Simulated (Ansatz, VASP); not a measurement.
# One calculation of Si, two programs

File POSCAR:

```
Si
1.0
   -1.5107099016      1.5107099016      2.2983247308
    1.5107099016     -1.5107099016      2.2983247308
    1.5107099016      1.5107099016     -2.2983247308
Si
1
Direct
    0.0000000000      0.0000000000      0.0000000000
```

INCAR.step1

```
PREC = Accurate
ENCUT = 600
ISMEAR = 0
SIGMA = 0.1
LREAL = False
LASPH = True
NELM = 80
GGA = PE
ALGO = Normal
EDIFF = 1E-4
LWAVE = True
LCHARG = False
```

Contents of INCAR.step2:

```
PREC = Accurate
ENCUT = 600
EDIFF = 1E-6
ISMEAR = 0
SIGMA = 0.1
LREAL = False
LASPH = True
NELM = 80
ALGO = Normal
ISIF = 3
LWAVE = False
LCHARG = False
METAGGA = R2SCAN
LMIXTAU = True
IBRION = 2
NSW = 90
EDIFFG = -0.04
ISTART = 1
```

KPOINTS

```
Automatic mesh
0
Gamma
  8 8 8
```

Input for Ansatz:

```yaml
crystal:
  lattice:
    - [-1.5107099016, 1.5107099016, 2.2983247308]
    - [1.5107099016, -1.5107099016, 2.2983247308]
    - [1.5107099016, 1.5107099016, -2.2983247308]
  atoms:
    - { symbol: Si, position: [0.0, 0.0, 0.0] }
basis:
  ecutwfc: 500
kpoints:
  mp_grid: { grid: [8, 8, 8] }
hamiltonian:
  xc: r2scan
scf:
  occupations: { method: gaussian, width: 0.1 }
  lower_state_search: "off"
output:
  forces: true
  stress: true
  eigenvalues: true
relax:
  adjacent_minimum: "off"
  f_tol: 0.04
  max_steps: 70
  cell: { stress_tol: 0.4 }
```

Alike in both runs: task relaxation of cell and atoms; functional r2SCAN; k mesh 8 × 8 × 8; occupations gaussian, width 0.1 eV; no spin polarisation.

|  | VASP | Ansatz |
| --- | --- | --- |
| version | VASP 6.6.1 | Ansatz 0.2.0 |
| potentials or method | VASP PAW PBE potentials, release 64 (Si), cutoff 600 eV | scalar-relativistic, plane waves, PAW |
| valence electrons in the cell | 4 | 4 |

```csv
,VASP,Ansatz,Ansatz less VASP
"gap on the k mesh at the Fermi level, each at its own relaxed structure (eV)",none,none,-
relaxed volume (Å³/atom),13.89,14.10,+0.211
relaxed length of the cell vector where the two differ most in proportion (Å),2.735,2.801,+0.0658
```

VASP's potentials were made for PBE, not for r2SCAN. A gap of «none» marks a metal or a gap that the smearing closes.

The k mesh is coarse, so the values compare programs but aren't converged. Noted on VASP's run: the volume moved by over 15 % at a fixed basis, so the end points are rough.
